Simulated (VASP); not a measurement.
# Bi2Te3 (C2/m) in VASP: single point with PBE

Aim: the single point of Bi2Te3 with PBE.

Everything below comes from runs of VASP 6.6.1. Logs are shortened: lines on timing, memory, paths and dates and some standing lists are left out, and cuts for length are marked.

## (1) The cell of the first run

It takes space group C2/m (No. 12, monoclinic). Conventional cell: a = 7.702 Å, b = 4.447 Å, c = 32.226 Å, α = 90.00°, β = 93.43°, γ = 90.00°. Within 4.1 Å of Bi (site symmetry m) lie 6 Te at 3.09 to 3.29 Å. Within 4.1 Å of Bi (site symmetry m) lie 6 Te at 3.09 to 3.29 Å. Within 4.1 Å of Bi (site symmetry m) lie 6 Te at 3.09 to 3.29 Å. Within 4.6 Å of Te (site symmetry m) lie 6 Bi at 3.29 Å and 12 Te at 4.45 to 4.56 Å. Te (site symmetry 2/m) has 6 Bi at 3.29 Å and 12 Te at 4.45 to 4.56 Å within 4.6 Å. Te (site symmetry m) has 3 Bi at 3.09 Å and 3 Te at 4.08 Å within 4.1 Å. Te (site symmetry m) has 3 Bi at 3.09 Å and 1 Te at 3.24 Å within 4.1 Å. Within 4.1 Å of Te (site symmetry m) lie 3 Bi at 3.09 Å and 3 Te at 4.08 Å.

## (2) Single point, PBE (the part above a cut slid along it)

INCAR reads:

```
ALGO = Normal
EDIFF = 1E-6
ENCUT = 520
GGA = PE
ISIF = 2
ISMEAR = 0
LASPH = True
LCHARG = True
LELF = True
LREAL = Auto
LVHAR = True
LWAVE = False
NBANDS = 85
NELM = 100
PREC = Accurate
SIGMA = 0.05
```

KPOINTS reads:

```
k-points
0
Gamma
  9 9 1
```

POSCAR reads:

```
Bi2Te3
1.0
   -4.4465493992      0.0000000000      0.0000000000
   -2.2232746996     -3.8508247389      0.0000000000
   -5.0023680741     -2.8881185542     32.1686732172
Bi Te
6 9
Direct
    0.2437484411      0.2437484411      0.5638909674
    0.8270817744     -0.1729182256      0.2305576341
   -0.3395848922     -0.3395848922      0.8972243008
    0.0895598922      0.0895598922      0.7694756992
    0.6728932256     -0.3271067744      0.4361423659
    0.2562265589      0.2562265589      0.1028090326
    0.5416541667      0.5416541667      0.1666833333
   -0.6250125000     -0.6250125000      0.8333500000
   -0.0416791667     -0.0416791667      0.5000166667
    0.3796291763      0.3796291763      0.3827166538
    0.9629625096      0.9629625096      0.0493833205
   -0.2037041570     -0.2037041570      0.7160499872
   -0.0463208430     -0.0463208430      0.9506500128
    0.5370124904     -0.4629875096      0.6173166795
    0.1203458237      0.1203458237      0.2839833462
```

Potentials or basis: VASP PAW PBE potentials, release 64 (Bi_d, Te).

Run with:

```sh
cat potpaw_PBE.64/Bi_d/POTCAR potpaw_PBE.64/Te/POTCAR > POTCAR
mpirun -np 1 vasp_std > vasp.out
```

OUTCAR:

```text
EDIFF = 1E-6
   ENCUT = 520
   GGA = PE
   ISIF = 2
   ISMEAR = 0
   LASPH = True
   LREAL = Auto
   NELM = 100
   PREC = Accurate

 ion  position               nearest neighbor table
   1  0.244  0.244  0.564-  14 3.09  14 3.09  14 3.09   9 3.29   9 3.29   9 3.29
   2  0.827  0.827  0.231-  15 3.09  15 3.09  15 3.09   7 3.29   7 3.29   7 3.29
   3  0.660  0.660  0.897-  13 3.09  13 3.09  13 3.09   8 3.29   8 3.29   8 3.29
   4  0.090  0.090  0.769-  12 3.09  12 3.09  12 3.09   8 3.29   8 3.29   8 3.29
   5  0.673  0.673  0.436-  10 3.09  10 3.09  10 3.09   9 3.29   9 3.29   9 3.29
   6  0.256  0.256  0.103-  11 3.09  11 3.09  11 3.09   7 3.29   7 3.29   7 3.29
   7  0.542  0.542  0.167-   6 3.29   6 3.29   6 3.29   2 3.29   2 3.29   2 3.29
   8  0.375  0.375  0.833-   3 3.29   4 3.29   3 3.29   4 3.29   3 3.29   4 3.29
   9  0.958  0.958  0.500-   1 3.29   1 3.29   1 3.29   5 3.29   5 3.29   5 3.29
  10  0.380  0.380  0.383-   5 3.09   5 3.09   5 3.09
  11  0.963  0.963  0.049-   6 3.09   6 3.09   6 3.09  13 3.24
  12  0.796  0.796  0.716-   4 3.09   4 3.09   4 3.09
  13  0.954  0.954  0.951-   3 3.09   3 3.09   3 3.09  11 3.24
  14  0.537  0.537  0.617-   1 3.09   1 3.09   1 3.09
  15  0.120  0.120  0.284-   2 3.09   2 3.09   2 3.09

  LATTYP: Found a base centered monoclinic cell.
 ALAT       =     7.7016494778
 B/A-ratio  =     0.5773502692
 C/A-ratio  =     4.1843300283
 COS(beta)  =    -0.0597467213

  Lattice vectors:

 A1 = (  -4.4465493992,   0.0000000000,   0.0000000000)
 A2 = (  -2.2232746996,  -3.8508247389,   0.0000000000)
 A3 = (   1.6674560247,   0.9627061847,  32.1686732172)

Analysis of symmetry for initial positions (statically):
=====================================================================
 Subroutine PRICEL returns:
 Original cell was already a primitive cell.

 Routine SETGRP: Setting up the symmetry group for a
 base centered monoclinic supercell.

 Subroutine GETGRP returns: Found  4 space group operations
 (whereof  2 operations were pure point group operations)
 out of a pool of  4 trial point group operations.

The static configuration has the point symmetry C_1h.
 The point group associated with its full space group is C_2h.

Analysis of symmetry for dynamics (positions and initial velocities):
=====================================================================
 Subroutine PRICEL returns:
 Original cell was already a primitive cell.

 Routine SETGRP: Setting up the symmetry group for a
 base centered monoclinic supercell.

 Subroutine GETGRP returns: Found  4 space group operations
 (whereof  2 operations were pure point group operations)
 out of a pool of  4 trial point group operations.

The dynamic configuration has the point symmetry C_1h.
 The point group associated with its full space group is C_2h.

 Subroutine INISYM returns: Found  4 space group operations
 (whereof  2 operations are pure point group operations),
 and found     1 'primitive' translations

----------------------------------------------------------------------------------------

                                     Primitive cell

  volume of cell :     550.8204

  direct lattice vectors                    reciprocal lattice vectors
    -4.446549399  0.000000000  0.000000000    -0.224893487  0.129842315 -0.023314608
    -2.223274700 -3.850824739  0.000000000     0.000000000 -0.259684631 -0.023314608
    -5.002368074 -2.888118554 32.168673217     0.000000000  0.000000000  0.031086144

  length of vectors
     4.446549399  4.446549399 32.683152414     0.260729128  0.260729128  0.031086144

  position of ions in fractional coordinates (direct lattice)
     0.243748441  0.243748441  0.563890967
     0.827081774  0.827081774  0.230557634
     0.660415108  0.660415108  0.897224301
     0.089559892  0.089559892  0.769475699
     0.672893226  0.672893226  0.436142366
     0.256226559  0.256226559  0.102809033
     0.541654167  0.541654167  0.166683333
     0.374987500  0.374987500  0.833350000
     0.958320833  0.958320833  0.500016667
     0.379629176  0.379629176  0.382716654
     0.962962510  0.962962510  0.049383320
     0.796295843  0.796295843  0.716049987
     0.953679157  0.953679157  0.950650013
     0.537012490  0.537012490  0.617316680
     0.120345824  0.120345824  0.283983346

  ion indices of the primitive-cell ions
   primitive index   ion index
                 1           1
                 2           2
                 3           3
                 4           4
                 5           5
                 6           6
                 7           7
                 8           8
                 9           9
                10          10
                11          11
                12          12
                13          13
                14          14
                15          15

----------------------------------------------------------------------------------------

 KPOINTS: k-points

Automatic generation of k-mesh.
 Grid dimensions read from file:
 generate k-points for:    9    9    1

 Generating k-lattice:

  Cartesian coordinates                     Fractional coordinates (reciprocal lattice)
    -0.024988165  0.014426924 -0.002590512     0.111111111  0.000000000  0.000000000
     0.000000000 -0.028853848 -0.002590512     0.000000000  0.111111111  0.000000000
     0.000000000  0.000000000  0.031086144     0.000000000  0.000000000  1.000000000

  Length of vectors
     0.028969903  0.028969903  0.031086144

  Shift w.r.t. Gamma in fractional coordinates (k-lattice)
     0.000000000  0.000000000  0.000000000

 Subroutine IBZKPT returns following result:
 ===========================================

 Found     25 irreducible k-points:

 Following reciprocal coordinates:
            Coordinates               Weight
  0.000000  0.000000  0.000000      1.000000
  0.111111 -0.000000  0.000000      4.000000
  0.222222 -0.000000  0.000000      4.000000
  0.333333 -0.000000  0.000000      4.000000
  0.444444 -0.000000  0.000000      4.000000
  0.111111  0.111111 -0.000000      2.000000
[... 16 lines left out ...]
 -0.333333  0.333333  0.000000      2.000000
  0.444444  0.444444 -0.000000      2.000000
   k-points           NKPTS =     25   k-points in BZ     NKDIM =     25   number of bands    NBANDS=     85
   number of dos      NEDOS =    301   number of ions     NIONS =     15
   total plane-waves  NPLWV = 324000
   dimension x,y,z NGX =    36 NGY =   36 NGZ =  250
   dimension x,y,z NGXF=    72 NGYF=   72 NGZF=  500
   ions per type =               6   9
   NGX,Y,Z   is equivalent  to a cutoff of  13.46, 13.46, 12.72 a.u.
   NGXF,Y,Z  is equivalent  to a cutoff of  26.92, 26.92, 25.43 a.u.
 SYSTEM =  unknown system
   PREC   = accura    normal or accurate (medium, high low for compatibility)
   ISTART =      0    job   : 0-new  1-cont  2-samecut
   ICHARG =      2    charge: 1-file 2-atom 10-const
   ISPIN  =      1    spin polarized calculation?
   LNONCOLLINEAR =      F non collinear calculations
   LSORBIT =      F    spin-orbit coupling
   LASPH  =      T    aspherical Exc in radial PAW
   ENCUT  =  520.0 eV  38.22 Ry    6.18 a.u.   8.27  8.27 60.77*2*pi/ulx,y,z
   NELM   =    100;   NELMIN=  2; NELMDL= -5     # of ELM steps
   EDIFF  = 0.1E-05   stopping-criterion for ELM
   LREAL  =      T    real-space projection
   EDIFFG = 0.1E-04   stopping-criterion for IOM
   NSW    =      0    number of steps for IOM
[... 5 lines left out ...]
   TEBEG  =    0.0;   TEEND  =   0.0 temperature during run
   PSTRESS=    0.0 pullay stress
   NELECT =     144.0000    total number of electrons
   NUPDOWN=      -1.0000    fix difference up-down
   EMIN   =  10.00;   EMAX   =-10.00  energy-range for DOS
   EFERMI =   0.00;   METHOD = LEGACY
   ISMEAR =     0;   SIGMA  =   0.05  broadening in eV -4-tet -1-fermi 0-gaus
   EFERMI_NEDOS =   21; number of points for ismear=-14 and -15
   IALGO  =     38    algorithm
   IMIX   =      4    mixing-type and parameters
     AMIX     =   0.40;   BMIX     =  1.00
     AMIX_MAG =   1.60;   BMIX_MAG =  1.00
  volume/ion in A,a.u.               =      36.72       247.81
  Fermi-wavevector in a.u.,A,eV,Ry     =   1.046789  1.978144 14.908807  1.095766
  Thomas-Fermi vector in A             =   2.181642
   LORBIT       =      0    0 simple, 1 ext, 2 COOP (PROOUT), +10 PAW based schemes
   GGA     = PE    functional components
   LHFCALC =     F    Hartree Fock is set to
   AEXX    =    0.0000 exact exchange contribution
   IVDW    =     0    specifies the selected vdW correction
   LEPSILON=     F    determine dielectric tensor
   LRPA    =     F    only Hartree local field effects (RPA)
 non-spin polarized calculation
 Gauss-broadening in eV      SIGMA  =   0.05
  energy-cutoff  :      520.00
  volume of cell :      550.82
 maximum number of plane-waves:     14879
 NGX is ok and might be reduce to    36
   NGX = 17   NGY = 17   NGZ =121

 number of electron     143.9999988 magnetization

 Free energy of the ion-electron system (eV)
  ---------------------------------------------------
  ext. energy  EPLUGINS =         0.00000000
  ---------------------------------------------------
  free energy    TOTEN  =       -54.98871574 eV

  energy without entropy =      -54.98871047  energy(sigma->0) =      -54.98871310

 E-fermi :   5.4309     XC(G=0):  -8.9040

 val. band max:        5.3189923077   @ k =   0.0000   0.0000   0.0000
 cond. band min:       5.5415744428   @ k =   0.0000   0.0000   0.0000
 fundamental gap:      0.2225821352
 Fermi energy:         5.4308707411

 k-point     1 :       0.0000    0.0000    0.0000
  band No.  band energies     occupation
      1     -17.9099      2.00000
      2     -17.9099      2.00000
      3     -17.9070      2.00000
      4     -17.9070      2.00000
      5     -17.8959      2.00000
      6     -17.8959      2.00000
[... 76 lines left out ...]
     83       6.9961      0.00000
     84       7.0728      0.00000

 k-point     2 :       0.1111   -0.0000    0.0000
  band No.  band energies     occupation
      1     -17.9106      2.00000
      2     -17.9106      2.00000
      3     -17.9061      2.00000
      4     -17.9061      2.00000
      5     -17.8955      2.00000
      6     -17.8954      2.00000
[... 1903 lines left out ...]
     83       8.5830      0.00000
     84       8.6704      0.00000

 k-point    24 :       0.4444    0.4444   -0.0000
  band No.  band energies     occupation
      1     -17.9087      2.00000
      2     -17.9087      2.00000
      3     -17.9080      2.00000
      4     -17.9080      2.00000
      5     -17.9044      2.00000
      6     -17.9044      2.00000
[... 76 lines left out ...]
     83       7.9610      0.00000
     84       8.1017      0.00000

 [... further k-points ...]

 [bands above 84 left out]

------------------------ aborting loop because EDIFF is reached ----------------------------------------

  FORCE on cell =-STRESS in cart. coord.  units (eV):
  Direction    XX          YY          ZZ          XY          YZ          ZX
  --------------------------------------------------------------------------------------
  -------------------------------------------------------------------------------------
  Total        0.2123152      0.0290277      2.8089403      0.1587316     -0.4322154     -0.7486191
  in kB        0.6175636      0.0844333      8.1703953      0.4617044     -1.2571897     -2.1775166
  external PRESSURE =       2.9574641 kB  Pullay stress =       0.0000000 kB

 VOLUME and BASIS-vectors are now :
 -----------------------------------------------------------------------------
  energy-cutoff  :      520.00
  volume of cell :      550.82
      direct lattice vectors                 reciprocal lattice vectors
    -4.446549399  0.000000000  0.000000000    -0.224893487  0.129842315 -0.023314608
    -2.223274700 -3.850824739  0.000000000     0.000000000 -0.259684631 -0.023314608
    -5.002368074 -2.888118554 32.168673217     0.000000000  0.000000000  0.031086144

 POSITION                                       TOTAL-FORCE (eV/Angst)
 -----------------------------------------------------------------------------------
     -4.44655     -2.56722     18.13962        -0.004065     -0.002347     -0.005393
     -6.66982     -3.85082      7.41673         0.014719      0.008498     -0.012073
     -8.89310     -5.13443     28.86252        -0.025999     -0.015010     -0.252110
     -4.44655     -2.56722     24.75301        -0.014719     -0.008498      0.012073
     -6.66982     -3.85082     14.03012         0.004065      0.002347      0.005393
     -2.22327     -1.28361      3.30723         0.025999      0.015010      0.252110
     -4.44655     -2.56722      5.36198        -0.043863     -0.025324     -0.012501
     -6.66982     -3.85082     26.80776         0.043863      0.025324      0.012501
     -8.89310     -5.13443     16.08487         0.000000     -0.000000      0.000000
     -4.44655     -2.56722     12.31149        -0.001996     -0.001152     -0.017093
     -6.66982     -3.85082      1.58860        -0.137982     -0.079664      0.422324
     -8.89310     -5.13443     23.03438         0.018361      0.010600     -0.015814
    -11.11637     -6.41804     30.58115         0.137982      0.079664     -0.422324
     -6.66982     -3.85082     19.85826         0.001996      0.001152      0.017093
     -2.22327     -1.28361      9.13537        -0.018361     -0.010600      0.015814
 -----------------------------------------------------------------------------------
    total drift:                                0.000002      0.000001     -0.000005

  FREE ENERGIE OF THE ION-ELECTRON SYSTEM (eV)
  ---------------------------------------------------
  free  energy   TOTEN  =       -54.9887157357 eV

  energy  without entropy=      -54.9887104663  energy(sigma->0) =      -54.98871310
```

Wall time 67 min (1 thread of Oxide Virtual Turin-like, shared host); peak memory 1.1 GiB.

Results:

- Free energy: -54.9887 eV
- Pressure: 0.3 GPa
- Largest force: 0.451 eV/Å
- Band gap on the k mesh: 0.22 eV

Forces on the atoms (eV/Å):
```
Bi  -0.004 -0.002 -0.005
Bi   0.015  0.008 -0.012
Bi  -0.026 -0.015 -0.252
Bi  -0.015 -0.008  0.012
Bi   0.004  0.002  0.005
Bi   0.026  0.015  0.252
Te  -0.044 -0.025 -0.013
Te   0.044  0.025  0.013
Te   0.000  0.000  0.000
Te  -0.002 -0.001 -0.017
Te  -0.138 -0.080  0.422
Te   0.018  0.011 -0.016
Te   0.138  0.080 -0.422
Te   0.002  0.001  0.017
Te  -0.018 -0.011  0.016
```

Levels at points of the mesh, in eV from the valence-band top:
```
           k point  band 70  band 71  band 72  band 73  band 74  band 75
(0.00, 0.00, 0.00)    -0.49    -0.38     0.00     0.22     0.43     0.45
```

Caveat: the cell differs from its parent crystal (the part above a cut slid along it); spin-orbit coupling is left out, which moves the levels of the heavy elements; this functional lacks dispersion, which binds layers or chains, so the pressure and a relaxed spacing across them are unreliable.
